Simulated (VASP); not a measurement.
# Mg (Fm-3m) in VASP: notebook

The runs below take Mg through single point, with PBE.

Everything below comes from runs of VASP 6.6.1. Logs are shortened: lines on timing, memory, paths and dates and some standing lists are left out, and cuts for length are marked.

## Step 1: The cell of the first run

Symmetry: Fm-3m, No. 225, cubic system. Conventional cell: a = 4.589 Å, b = 4.589 Å, c = 4.589 Å, α = 90.00°, β = 90.00°, γ = 90.00°. Mg (site symmetry m-3m) has 12 Mg at 3.24 Å within 4.3 Å.

## Step 2: Single point, PBE (strained)

File INCAR:

```
SYSTEM = Mg
  PREC = Accurate
  ENCUT = 520
  EDIFF = 1E-6
  ISMEAR = 0
  SIGMA = 0.1
  LREAL = .FALSE.
  LASPH = .TRUE.
  NELM = 100
  ALGO = Fast
  ISIF = 2
  LWAVE = .FALSE.
  LCHARG = .FALSE.
  GGA = PE
  NBANDS = 7
```

File KPOINTS:

```
regular mesh
0
G
  16 16 16
  0 0 0
```

File POSCAR:

```
Mg
1.0
    0.0000000000      2.2942804662      2.2942804662
    2.2942804662      0.0000000000      2.2942804662
    2.2942804662      2.2942804662      0.0000000000
Mg
1
Direct
    0.0000000000      0.0000000000      0.0000000000
```

Potentials or basis: VASP PAW PBE potentials, release 64 (Mg).

The run is started by

```bash
$ cat potpaw_PBE.64/Mg/POTCAR > POTCAR
$ mpirun -np 1 vasp_std > vasp.out
```

OUTCAR:

```text
SYSTEM = Mg
   PREC = Accurate
   ENCUT = 520
   EDIFF = 1E-6
   ISMEAR = 0
   LREAL = .FALSE.
   LASPH = .TRUE.
   NELM = 100
   ISIF = 2
   GGA = PE

 ion  position               nearest neighbor table
   1  0.000  0.000  0.000-

  LATTYP: Found a face centered cubic cell.
 ALAT       =     4.5885609324

  Lattice vectors:

 A1 = (   0.0000000000,   2.2942804662,   2.2942804662)
 A2 = (   2.2942804662,   0.0000000000,   2.2942804662)
 A3 = (   2.2942804662,   2.2942804662,   0.0000000000)

Analysis of symmetry for initial positions (statically):
=====================================================================
 Subroutine PRICEL returns:
 Original cell was already a primitive cell.

 Routine SETGRP: Setting up the symmetry group for a
 face centered cubic supercell.

 Subroutine GETGRP returns: Found 48 space group operations
 (whereof 48 operations were pure point group operations)
 out of a pool of 48 trial point group operations.

The static configuration has the point symmetry O_h .

Analysis of symmetry for dynamics (positions and initial velocities):
=====================================================================
 Subroutine PRICEL returns:
 Original cell was already a primitive cell.

 Routine SETGRP: Setting up the symmetry group for a
 face centered cubic supercell.

 Subroutine GETGRP returns: Found 48 space group operations
 (whereof 48 operations were pure point group operations)
 out of a pool of 48 trial point group operations.

The dynamic configuration has the point symmetry O_h .

 Subroutine INISYM returns: Found 48 space group operations
 (whereof 48 operations are pure point group operations),
 and found     1 'primitive' translations

----------------------------------------------------------------------------------------

                                     Primitive cell

  volume of cell :      24.1529

  direct lattice vectors                    reciprocal lattice vectors
     0.000000000  2.294280466  2.294280466    -0.217933251  0.217933251  0.217933251
     2.294280466  0.000000000  2.294280466     0.217933251 -0.217933251  0.217933251
     2.294280466  2.294280466  0.000000000     0.217933251  0.217933251 -0.217933251

  length of vectors
     3.244602551  3.244602551  3.244602551     0.377471463  0.377471463  0.377471463

  position of ions in fractional coordinates (direct lattice)
     0.000000000  0.000000000  0.000000000

  ion indices of the primitive-cell ions
   primitive index   ion index
                 1           1

----------------------------------------------------------------------------------------

 KPOINTS: regular mesh

Automatic generation of k-mesh.
 Grid dimensions read from file:
 generate k-points for:   16   16   16

 Generating k-lattice:

  Cartesian coordinates                     Fractional coordinates (reciprocal lattice)
    -0.013620828  0.013620828  0.013620828     0.062500000  0.000000000  0.000000000
     0.013620828 -0.013620828  0.013620828     0.000000000  0.062500000  0.000000000
     0.013620828  0.013620828 -0.013620828     0.000000000  0.000000000  0.062500000

  Length of vectors
     0.023591966  0.023591966  0.023591966

  Shift w.r.t. Gamma in fractional coordinates (k-lattice)
     0.000000000  0.000000000  0.000000000

 Subroutine IBZKPT returns following result:
 ===========================================

 Found    145 irreducible k-points:

 Following reciprocal coordinates:
            Coordinates               Weight
  0.000000  0.000000  0.000000      1.000000
  0.062500  0.000000  0.000000      8.000000
  0.125000  0.000000  0.000000      8.000000
  0.187500  0.000000  0.000000      8.000000
  0.250000  0.000000  0.000000      8.000000
  0.312500  0.000000  0.000000      8.000000
[... 16 lines left out ...]
 -0.125000  0.062500  0.000000     24.000000
 -0.062500  0.062500  0.000000     12.000000
 [... further k-points ...]
   k-points           NKPTS =    145   k-points in BZ     NKDIM =    145   number of bands    NBANDS=      7
   number of dos      NEDOS =    301   number of ions     NIONS =      1
   total plane-waves  NPLWV =  13824
   dimension x,y,z NGX =    24 NGY =   24 NGZ =   24
   dimension x,y,z NGXF=    48 NGYF=   48 NGZF=   48
   ions per type =               1
   NGX,Y,Z   is equivalent  to a cutoff of  12.30, 12.30, 12.30 a.u.
   NGXF,Y,Z  is equivalent  to a cutoff of  24.59, 24.59, 24.59 a.u.
 SYSTEM =  Mg
   PREC   = accura    normal or accurate (medium, high low for compatibility)
   ISTART =      0    job   : 0-new  1-cont  2-samecut
   ICHARG =      2    charge: 1-file 2-atom 10-const
   ISPIN  =      1    spin polarized calculation?
   LNONCOLLINEAR =      F non collinear calculations
   LSORBIT =      F    spin-orbit coupling
   LASPH  =      T    aspherical Exc in radial PAW
   ENCUT  =  520.0 eV  38.22 Ry    6.18 a.u.   6.03  6.03  6.03*2*pi/ulx,y,z
   NELM   =    100;   NELMIN=  2; NELMDL= -5     # of ELM steps
   EDIFF  = 0.1E-05   stopping-criterion for ELM
   LREAL  =      F    real-space projection
   EDIFFG = 0.1E-04   stopping-criterion for IOM
   NSW    =      0    number of steps for IOM
   IBRION =     -1    ionic relax: 0-MD 1-quasi-New 2-CG
   NFREE  =      0    steps in history (QN), initial steepest desc. (CG)
   ISIF   =      2    stress and relaxation
   ISYM   =      2    0-nonsym 1-usesym 2-fastsym
   POTIM  = 0.5000    time-step for ionic-motion
   TEBEG  =    0.0;   TEEND  =   0.0 temperature during run
   PSTRESS=    0.0 pullay stress
   NELECT =       2.0000    total number of electrons
   NUPDOWN=      -1.0000    fix difference up-down
   EMIN   =  10.00;   EMAX   =-10.00  energy-range for DOS
   EFERMI =   0.00;   METHOD = LEGACY
   ISMEAR =     0;   SIGMA  =   0.10  broadening in eV -4-tet -1-fermi 0-gaus
   EFERMI_NEDOS =   21; number of points for ismear=-14 and -15
   IALGO  =     68    algorithm
   IMIX   =      4    mixing-type and parameters
     AMIX     =   0.40;   BMIX     =  1.00
     AMIX_MAG =   1.60;   BMIX_MAG =  1.00
  volume/ion in A,a.u.               =      24.15       162.99
  Fermi-wavevector in a.u.,A,eV,Ry     =   0.713556  1.348426  6.927580  0.509163
  Thomas-Fermi vector in A             =   1.801225
   LORBIT       =      0    0 simple, 1 ext, 2 COOP (PROOUT), +10 PAW based schemes
   GGA     = PE    functional components
   LHFCALC =     F    Hartree Fock is set to
   AEXX    =    0.0000 exact exchange contribution
   IVDW    =     0    specifies the selected vdW correction
   LEPSILON=     F    determine dielectric tensor
   LRPA    =     F    only Hartree local field effects (RPA)
 non-spin polarized calculation
 RMM-DIIS sequential band-by-band and
 Gauss-broadening in eV      SIGMA  =   0.10
  energy-cutoff  :      520.00
  volume of cell :       24.15
 maximum number of plane-waves:       666
   NGX = 13   NGY = 13   NGZ = 13

 number of electron       2.0000000 magnetization

 Free energy of the ion-electron system (eV)
  ---------------------------------------------------
  ext. energy  EPLUGINS =         0.00000000
  ---------------------------------------------------
  free energy    TOTEN  =        -1.48749189 eV

  energy without entropy =       -1.48476356  energy(sigma->0) =       -1.48612773

 E-fermi :   2.3542     XC(G=0):  -8.3361

 val. band max:        2.3010028278   @ k =  -0.3750   0.1875   0.0625
 cond. band min:       2.3623010717   @ k =  -0.3750   0.4375   0.1250
 fundamental gap:      0.0612982438
 Fermi energy:         2.3542311451

 k-point     1 :       0.0000    0.0000    0.0000
  band No.  band energies     occupation
      1      -4.3425      2.00000
      2      14.4109      0.00000
      3      14.4109      0.00000
      4      14.4109      0.00000
      5      16.0790      0.00000
      6      16.0790      0.00000
      7      16.0790      0.00000

 k-point     2 :       0.0625    0.0000    0.0000
  band No.  band energies     occupation
      1      -4.2586      2.00000
      2      13.0208      0.00000
      3      14.1845      0.00000
      4      14.1845      0.00000
      5      16.1955      0.00000
      6      16.4475      0.00000
      7      16.4475      0.00000

 k-point     3 :       0.1250    0.0000    0.0000
  band No.  band energies     occupation
      1      -4.0071      2.00000
      2      11.0187      0.00000
      3      13.7873      0.00000
      4      13.7873      0.00000
      5      15.9613      0.00000
      6      17.2623      0.00000
      7      17.2623      0.00000

 k-point     4 :       0.1875    0.0000    0.0000
  band No.  band energies     occupation
      1      -3.5893      2.00000
      2       9.0423      0.00000
      3      13.4433      0.00000
      4      13.4433      0.00000
      5      15.6851      0.00000
      6      17.3229      0.00000
      7      17.3229      0.00000

 k-point     5 :       0.2500    0.0000    0.0000
  band No.  band energies     occupation
      1      -3.0073      2.00000
      2       7.1615      0.00000
      3      13.2091      0.00000
      4      13.2091      0.00000
      5      15.4710      0.00000
      6      16.3427      0.00000
      7      16.3427      0.00000
[... 161 lines left out ...]
 k-point    22 :      -0.1875    0.0625    0.0000
  band No.  band energies     occupation
      1      -3.3395      2.00000
      2       8.4511      0.00000
      3      11.8067      0.00000
      4      14.3903      0.00000
      5      16.0494      0.00000
      6      16.2234      0.00000
      7      17.2123      0.00000

 k-point    23 :      -0.1250    0.0625    0.0000
  band No.  band energies     occupation
      1      -3.8119      2.00000
      2      10.3619      0.00000
      3      12.1856      0.00000
      4      14.6040      0.00000
      5      16.4513      0.00000
      6      16.7870      0.00000
      7      17.1624      0.00000

 k-point    24 :      -0.0625    0.0625    0.0000
  band No.  band energies     occupation
      1      -4.1188      2.00000
      2      12.1322      0.00000
      3      12.8706      0.00000
      4      14.6284      0.00000
      5      16.2459      0.00000
      6      16.5077      0.00000
      7      17.1091      0.00000

 [... further k-points ...]
[... 5 lines left out ...]
  --------------------------------------------------------------------------------------
  -------------------------------------------------------------------------------------
  Total       -0.2306994     -0.2306994     -0.2306994     -0.0000000      0.0000000     -0.0000000
  in kB      -15.3033865    -15.3033865    -15.3033865     -0.0000000      0.0000000     -0.0000000
  external PRESSURE =     -15.3033865 kB  Pullay stress =       0.0000000 kB

 VOLUME and BASIS-vectors are now :
 -----------------------------------------------------------------------------
  energy-cutoff  :      520.00
  volume of cell :       24.15
      direct lattice vectors                 reciprocal lattice vectors
     0.000000000  2.294280466  2.294280466    -0.217933251  0.217933251  0.217933251
     2.294280466  0.000000000  2.294280466     0.217933251 -0.217933251  0.217933251
     2.294280466  2.294280466  0.000000000     0.217933251  0.217933251 -0.217933251

 POSITION                                       TOTAL-FORCE (eV/Angst)
 -----------------------------------------------------------------------------------
      0.00000      0.00000      0.00000         0.000000      0.000000      0.000000
 -----------------------------------------------------------------------------------
    total drift:                                0.000000     -0.000000     -0.000000

  FREE ENERGIE OF THE ION-ELECTRON SYSTEM (eV)
  ---------------------------------------------------
  free  energy   TOTEN  =        -1.4874918932 eV

  energy  without entropy=       -1.4847635587  energy(sigma->0) =       -1.48612773
```

Wall time 7.1 s (1 thread of Intel Xeon 6975P-C, shared host); peak memory 0.15 GiB.

Results:

```yaml
Free_energy: -1.4875 eV
Pressure: -1.5 GPa
Band_gap_on_the_k_mesh: zero (band 1 reaches 3.78 eV, above the bottom of band 2 at 1.07 eV)
```

Levels at points of the mesh, in eV from the Fermi level:
```tsv
k point	band 1	band 2	band 3	band 4
(0.00, 0.00, 0.00)	-6.70	12.06	12.06	12.06
(0.50, 0.00, 0.00)	-1.61	-1.28	11.01	11.01
(0.50, 0.50, 0.00)	-0.19	0.77	6.01	6.70
```

Caveat: the cell differs from its parent crystal (strained).

## Step 3: Single point, PBE (strained)

File INCAR:

```
SYSTEM = Mg
  PREC = Accurate
  ENCUT = 520
  EDIFF = 1E-7
  ISMEAR = 0
  SIGMA = 0.1
  LREAL = .False.
  LASPH = .True.
  NELM = 60
  ALGO = Normal
  ISIF = 2
  LWAVE = .False.
  LCHARG = .False.
  GGA = PE
  NBANDS = 7
```

File KPOINTS:

```
regular mesh
0
Gamma
  16 16 16
  0 0 0
```

File POSCAR:

```
Mg
1.0
    0.0000000000      2.3118754333      2.3118754333
    2.3118754333      0.0000000000      2.3118754333
    2.3118754333      2.3118754333      0.0000000000
Mg
1
Direct
    0.0000000000      0.0000000000      0.0000000000
```

Potentials or basis: VASP PAW PBE potentials, release 64 (Mg).

The run is started by

```bash
$ cat potpaw_PBE.64/Mg/POTCAR > POTCAR
$ mpirun -np 1 vasp_std > vasp.out
```

Run time: 8.6 s. Hardware: 1 thread of Intel Xeon 6975P-C, shared host; peak memory 0.15 GiB.

The run converged. Its results:

```yaml
Free_energy: -1.4810 eV
Pressure: -2.2 GPa
Band_gap_on_the_k_mesh: zero (band 1 reaches 3.66 eV, above the bottom of band 2 at 0.96 eV)
```

Levels at points of the mesh, in eV from the Fermi level:
| k point | band 1 | band 2 | band 3 | band 4 | band 5 |
| --- | --- | --- | --- | --- | --- |
| (0.00, 0.00, 0.00) | -6.60 | 11.92 | 11.92 | 11.92 | 13.47 |
| (0.50, 0.00, 0.00) | -1.57 | -1.28 | 10.89 | 10.89 | 11.38 |
| (0.50, 0.50, 0.00) | -0.18 | 0.75 | 5.97 | 6.58 | 6.58 |

Caveat: the cell differs from its parent crystal (strained).
